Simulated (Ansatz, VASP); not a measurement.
# Sn: VASP beside Ansatz

```xyz
1
Lattice="-1.7265 1.7755 2.3383 1.7265 -1.7755 2.3383 1.7265 1.7755 -2.3383" Properties=species:S:1:pos:R:3 pbc="T T T"
Sn    0.0000    0.0000    0.0000
```

Alike in both runs: task single point; functional LDA; k mesh 11 × 11 × 11; occupations fermi-dirac, width 0.05 eV; no spin polarisation.

|  | VASP | Ansatz |
| --- | --- | --- |
| version | VASP 6.6.1 | Ansatz 0.2.0 |
| potentials or method | VASP PAW LDA potentials, release 64 (Sn_d), cutoff 520 eV | all-electron LAPW, scalar-relativistic |

Ansatz gave:

* gap on the k mesh at the Fermi level (eV): none
* pressure (GPa): -4.8
* traceless stress, the component that is largest in VASP (GPa): -0.99

Task: Which values does VASP return?

Result: gap on the k mesh at the Fermi level (eV): none; pressure (GPa): -4.7; traceless stress, the component that is largest in VASP (GPa): -0.98.

LDA's correlation is that of Perdew and Zunger in VASP and of Perdew and Wang (1992) in Ansatz. A gap of «none» marks a metal or a gap that the smearing closes. Ansatz ran all-electron here, and VASP with PAW potentials.
